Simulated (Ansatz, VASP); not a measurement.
## SnS2 in VASP and in Ansatz

```xyz
3
Lattice="3.6556 0.0000 0.0000 -1.8278 3.1659 0.0000 0.0000 0.0000 18.9318" Properties=species:S:1:pos:R:3 pbc="T T T"
S     0.0000    2.1106    8.0000
S     1.8278    1.0553   10.9318
Sn    0.0000    0.0000    9.4659
```

Alike in both runs: task single point; functional PBEsol; k mesh 12 × 12 × 1; occupations gaussian, width 0.03 eV; no spin polarisation.

```csv
,VASP,Ansatz
version,VASP 6.6.1,Ansatz 0.2.0
potentials or method,"VASP PAW PBE potentials, release 64 (S, Sn_d), cutoff 400 eV","scalar-relativistic, plane waves, PAW"
valence electrons in the cell,26,26
```

|  | VASP | Ansatz | Ansatz less VASP |
| --- | --- | --- | --- |
| gap on the k mesh at the Fermi level (eV) | 1.56 | 1.56 | -0.002 |
| least direct gap on the mesh (eV) | 1.81 | 1.81 | -0.002 |
| rms of the force components (eV/Å) | 0.026 | 0.024 | -0.0016 |

VASP's potentials were made for PBE, not for PBEsol, and Ansatz warns of the same on its side. The functional is the same, so the differences come from potentials, cutoffs and numerics.
